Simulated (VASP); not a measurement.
Sn3GeCl:

```
Sn Ge Cl
1.0
     4.74808    0.00000    0.00000
     0.00000    4.74808    0.00000
     0.00000    0.00000    4.74808
Sn Ge Cl
3 1 1
Direct
  0.50000 0.00000 0.00000
  0.00000 0.50000 0.00000
  0.00000 0.00000 0.50000
  0.00000 0.00000 0.00000
  0.50000 0.50000 0.50000
```

The cell was built from a structure type or drawn by symmetry, and may not be a known phase.

| Property | Result |
| --- | --- |
| Program | VASP 6.6.1 |
| Task | relaxation of cell and atoms |
| Functional | PBE |
| Potentials or basis | VASP PAW PBE potentials, release 64 (Sn_d, Ge_d, Cl) |
| Cutoff | 600 eV |
| k mesh | 4 × 4 × 4 |
| Occupations | gaussian, width 0.1 eV |
| Spin | no spin polarisation |

At the start: pressure 33.7 GPa; volume 21.41 Å³/atom.

How do energy, volume and symmetry change on relaxing?

Over 4 steps the energy falls by 845.1 meV/atom and the volume is 33.17 Å³/atom (+54.9 %); space group Pm-3m (No. 221, to 0.1 Å) before and after.

Step by step:
```tsv
step	energy change (eV)	largest force (eV/Å)	pressure (GPa)	volume (Å³)
1	0.0000	0.0000	33.69	107.04
2	-3.8787	0.0000	-3.46	193.03
3	-4.2214	0.0000	0.52	162.61
4	-4.2253	0.0000	-0.13	165.85
```

Final structure:
```yaml
crystal:
  lattice:
    - [5.49417, 0.00000, 0.00000]
    - [0.00000, 5.49417, 0.00000]
    - [0.00000, 0.00000, 5.49417]
  atoms:
    - { symbol: Sn, position: [0.50000, 0.00000, 0.00000] }
    - { symbol: Sn, position: [0.00000, 0.50000, 0.00000] }
    - { symbol: Sn, position: [0.00000, 0.00000, 0.50000] }
    - { symbol: Ge, position: [0.00000, 0.00000, 0.00000] }
    - { symbol: Cl, position: [0.50000, 0.50000, 0.50000] }
```

Caveat: the volume moved by over 15 % at a fixed basis, so the end points are rough; an odd number of electrons without spin polarisation forces a metal; a magnetic or distorted state may lie lower.
